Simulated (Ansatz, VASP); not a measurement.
MoS2: VASP beside Ansatz

Contents of INCAR:

```
  PREC = Accurate
  ENCUT = 600
  EDIFF = 1E-6
  ISMEAR = 0
  SIGMA = 0.02
  LREAL = False
  LASPH = True
  NELM = 60
  ALGO = Normal
  ISIF = 3
  LWAVE = False
  LCHARG = False
  GGA = PE
  IBRION = 2
  NSW = 100
  EDIFFG = -0.005
```

KPOINTS

```
regular mesh
0
Gamma
  12 12 2
```

File POSCAR:

```
MoS2
1.0
    3.1922379100      0.0000000000      0.0000000000
   -1.5961189600      2.7645591300      0.0000000000
    0.0000000000      0.0000000000     13.3782940000
Mo S
2 4
Direct
    0.6666666700      0.3333333300      0.2500000000
    0.3333333300      0.6666666700      0.7500000000
    0.6666666700      0.3333333300      0.6330820000
    0.3333333300      0.6666666700      0.3669180000
    0.6666666700      0.3333333300      0.8669180000
    0.3333333300      0.6666666700      0.1330820000
```

Input for Ansatz:

```yaml
crystal:
  lattice:
    - [3.19223791, 0.0, 0.0]
    - [-1.59611896, 2.76455913, 0.0]
    - [0.0, 0.0, 13.378294]
  atoms:
    - { symbol: Mo, position: [0.66666667, 0.33333333, 0.25] }
    - { symbol: Mo, position: [0.33333333, 0.66666667, 0.75] }
    - { symbol: S, position: [0.66666667, 0.33333333, 0.633082] }
    - { symbol: S, position: [0.33333333, 0.66666667, 0.366918] }
    - { symbol: S, position: [0.66666667, 0.33333333, 0.866918] }
    - { symbol: S, position: [0.33333333, 0.66666667, 0.133082] }
basis:
  ecutwfc: 420
kpoints:
  mp_grid: { grid: [12, 12, 2] }
hamiltonian:
  xc: pbe
scf:
  occupations: { method: gaussian, width: 0.02 }
output:
  forces: true
  stress: true
  eigenvalues: true
  write_density: true
  write_potential: true
  elf: true
  volumetric_format: npy
relax:
  adjacent_minimum: "off"
  f_tol: 0.005
  max_steps: 80
  cell: { stress_tol: 0.05 }
```

Alike in both runs: task relaxation of cell and atoms; functional PBE; k mesh 12 × 12 × 2; occupations gaussian, width 0.02 eV; no spin polarisation.

|  | VASP | Ansatz |
| --- | --- | --- |
| version | VASP 6.6.1 | Ansatz 0.2.0 |
| potentials or method | VASP PAW PBE potentials, release 64 (Mo_sv, S), cutoff 600 eV | scalar-relativistic, plane waves, PAW |
| valence electrons in the cell | 52 | 52 |

```csv
,VASP,Ansatz,Ansatz less VASP
"gap on the k mesh at the Fermi level, each at its own relaxed structure (eV)",1.39,1.45,+0.056
relaxed volume (Å³/atom),20.85,21.68,+0.835
relaxed cell length with the largest relative difference (Å),14.242,14.808,+0.5664
```
